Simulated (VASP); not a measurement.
Input of a VASP 6.6.1 run:

Contents of INCAR:

```
SYSTEM = KTa6
  ALGO = Normal
  DIPOL = 0.5 0.5 0.352
  EDIFF = 1E-6
  ENCUT = 520
  GGA = PS
  IDIPOL = 3
  ISIF = 2
  ISMEAR = 0
  LASPH = .True.
  LCHARG = .True.
  LDIPOL = .True.
  LELF = .True.
  LREAL = .False.
  LVACPOTAV = .True.
  LVHAR = .True.
  LWAVE = .False.
  NBANDS = 46
  NELM = 80
  PREC = Accurate
  SIGMA = 0.1
```

KPOINTS

```
k-points
0
Gamma
  6 6 1
  0 0 0
```

POSCAR

```
KTa6
1.0
    4.6392671641      0.0000000000      0.0000000000
   -2.3196335820      4.0177232190      0.0000000000
    0.0000000000      0.0000000000     19.9438808521
Ta K
6 1
Direct
    0.6666666667      0.3333333333      0.2005627706
    0.3333333333      0.6666666667      0.2480453269
    0.0000000000      0.0000000000      0.2955278831
    0.6666666667      0.3333333333      0.3400187729
    0.3333333333      0.6666666667      0.3814681516
    0.0000000000      0.0000000000      0.4233820346
    0.8888888889      0.2222222222      0.5725008829
```

Potentials or basis: VASP PAW PBE potentials, release 64 (Ta_pv, K_sv).

Command:

```console
$ cat potpaw_PBE.64/Ta_pv/POTCAR potpaw_PBE.64/K_sv/POTCAR > POTCAR
$ mpirun -np 1 vasp_std > vasp.out
```

Question: What does it give for the largest force?

Answer: 1.828 eV/Å.

Question: Estimate the band gap on the k mesh.

Answer: Zero (an odd number of electrons rules out a gap without spin polarisation).

Forces on the atoms (eV/Å):
```
Ta  -0.006  0.010  1.787
Ta   0.000 -0.002 -0.032
Ta   0.012 -0.016 -1.828
Ta  -0.002  0.018  0.074
Ta  -0.011  0.007  0.296
Ta   0.294 -0.242 -0.305
K   -0.287  0.225  0.008
```

Caveat: the PAW data sets were made with another functional, which shifts forces and pressure a little; spin-orbit coupling is left out, which moves the levels of the heavy elements.
